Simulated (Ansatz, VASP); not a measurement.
One calculation of ZnS, two programs

```
Zn S
1.0
     0.00000    2.71290    2.71290
     2.71290    0.00000    2.71290
     2.71290    2.71290    0.00000
Zn S
1 1
Direct
  0.00000 0.00000 0.00000
  0.25000 0.25000 0.25000
```

Alike in both runs: task single point; functional HSE06; k mesh 6 × 6 × 6; occupations gaussian, width 0.02 eV; no spin polarisation.

|  | VASP | Ansatz |
| --- | --- | --- |
| version | VASP 6.6.1 | Ansatz 0.2.0 |
| potentials or method | VASP PAW PBE potentials, release 64 (Zn, S), cutoff 400 eV | scalar-relativistic, plane waves, PAW |
| valence electrons in the cell | 18 | 18 |

```tsv
	VASP	Ansatz	Ansatz less VASP
gap on the k mesh at the Fermi level (eV)	3.27	3.28	+0.013
least direct gap on the mesh (eV)	3.27	3.28	+0.013
pressure (GPa)	-0.3	0.0	+0.28
```

Ansatz's warnings: stress exchange threshold loose, stress scf threshold loose.
